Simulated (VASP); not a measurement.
A run of VASP 6.6.1:

The input POSCAR:

```
CdTe
1.0
    0.0000000000      3.3217474100      3.3217474100
    3.3217474100      0.0000000000      3.3217474100
    3.3217474100      3.3217474100      0.0000000000
Cd Te
1 1
Direct
    0.0000000000      0.0000000000      0.0000000000
    0.2500000000      0.2500000000      0.2500000000
```

File INCAR.step1:

```
SYSTEM = CdTe
ALGO = Normal ; EDIFF = 1E-4
ENCUT = 520 ; GGA = PE
ISMEAR = -1 ; LASPH = .True.
LCHARG = .False. ; LREAL = .False.
LWAVE = .True. ; NBANDS = 16
NELM = 80 ; PREC = Accurate
SIGMA = 0.02
```

The input INCAR.step2:

```
SYSTEM = CdTe
ALGO = Normal ; EDIFF = 1E-6
ENCUT = 520 ; ISIF = 2
ISMEAR = -1 ; ISTART = 1
LASPH = .True. ; LCHARG = .False.
LMIXTAU = .True. ; LREAL = .False.
LWAVE = .False. ; METAGGA = R2SCAN
NBANDS = 16 ; NELM = 80
PREC = Accurate ; SIGMA = 0.02
```

KPOINTS

```
k-points
0
Gamma
  8 8 8
  0 0 0
```

Potentials or basis: VASP PAW PBE potentials, release 64 (Cd, Te).

Command:

```bash
$ cat potpaw_PBE.64/Cd/POTCAR potpaw_PBE.64/Te/POTCAR > POTCAR
$ cp INCAR.step1 INCAR
$ mpirun -np 1 vasp_std > vasp.out
$ cp INCAR.step2 INCAR
$ mpirun -np 1 vasp_std > vasp.out
```

Hardware: 1 thread of Intel(R) Xeon(R) Platinum 8488C (Sapphire Rapids), with other jobs on the host.

Task: How long does it take, and how much memory?

Result: Wall time 82 s on 1 thread of Intel(R) Xeon(R) Platinum 8488C (Sapphire Rapids) (shared host), peak memory 0.23 GiB. Counts: k points 29.
